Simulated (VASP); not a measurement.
TePb: relaxation of cell and atoms with PBE

The system is TePb.

```
CELL_PARAMETERS angstrom
0.00000 3.25545 3.25545
3.25545 0.00000 3.25545
3.25545 3.25545 0.00000
ATOMIC_POSITIONS crystal
Pb 0.00000 0.00000 0.00000
Te 0.25000 0.25000 0.25000
```

* Program: VASP 6.6.1
* Task: relaxation of cell and atoms
* Functional: PBE
* Potentials or basis: VASP PAW PBE potentials, release 64 (Pb_d, Te)
* Cutoff: 600 eV
* k mesh: 6 × 6 × 6
* Occupations: fermi-dirac, width 0.02 eV
* Spin: no spin polarisation
* Dipole correction: no
* Further INCAR settings: ALGO = Normal; EDIFF = 1e-07; IBRION = 2; EDIFFG = -0.005; NSW = 80; ISIF = 3

```yaml
Relaxed_volume: 49.31 Å³/atom
Relaxed_cell: a = 5.186 Å, b = 5.186 Å, c = 5.186 Å, α = 60.00°, β = 60.00°, γ = 60.00°
Space_group_after_relaxing_to_0.05_Å: F-43m (No. 216)
Energy_gained_by_relaxing: 623.0 meV/atom
Ionic_steps: 5
Pressure_after_relaxing: 0.0 GPa
Band_gap_on_the_k_mesh: 0.78 eV, indirect (least direct gap 1.20 eV)
```

Step by step:
| step | energy change (eV) | largest force (eV/Å) | pressure (GPa) | volume (Å³) |
| --- | --- | --- | --- | --- |
| 1 | 0.0000 | 0.0000 | 18.20 | 69.00 |
| 2 | -1.0706 | 0.0000 | -2.80 | 116.02 |
| 3 | -1.2457 | 0.0000 | 0.18 | 97.92 |
| 4 | -1.2460 | 0.0000 | -0.04 | 98.79 |
| 5 | -1.2460 | 0.0000 | 0.00 | 98.63 |

Final structure:
```cif
data_structure
_symmetry_space_group_name_H-M 'P 1'
_symmetry_Int_Tables_number 1
_cell_length_a 5.1861
_cell_length_b 5.1861
_cell_length_c 5.1861
_cell_angle_alpha 60.000
_cell_angle_beta 60.000
_cell_angle_gamma 60.000
_cell_volume 98.63
loop_
_atom_site_label
_atom_site_type_symbol
_atom_site_fract_x
_atom_site_fract_y
_atom_site_fract_z
_atom_site_occupancy
Pb1 Pb 0.00000 0.00000 0.00000 1
Te1 Te 0.25000 0.25000 0.25000 1
```

Levels at points of the mesh, in eV from the valence-band top:
```tsv
k point	band 6	band 7	band 8	band 9	band 10	band 11	band 12	band 13	band 14
(0.00, 0.00, 0.00)	-11.12	-6.14	-1.26	-1.26	-1.26	1.69	1.69	1.69	4.27
(0.50, 0.00, 0.00)	-10.44	-7.67	-1.79	-1.79	-1.74	2.49	2.49	3.80	5.97
(0.50, 0.50, 0.00)	-10.09	-8.15	-2.44	-2.44	-0.42	0.78	4.47	4.47	5.80
```

It took 74 s on 1 thread of Intel(R) Xeon(R) 6975P-C (Granite Rapids), with other jobs on the host, peak memory 0.25 GiB.

Caveat: the volume moved by over 15 % at a fixed basis, so the end points are rough; spin-orbit coupling is left out, which moves the levels of the heavy elements. A k mesh can miss the band edges.
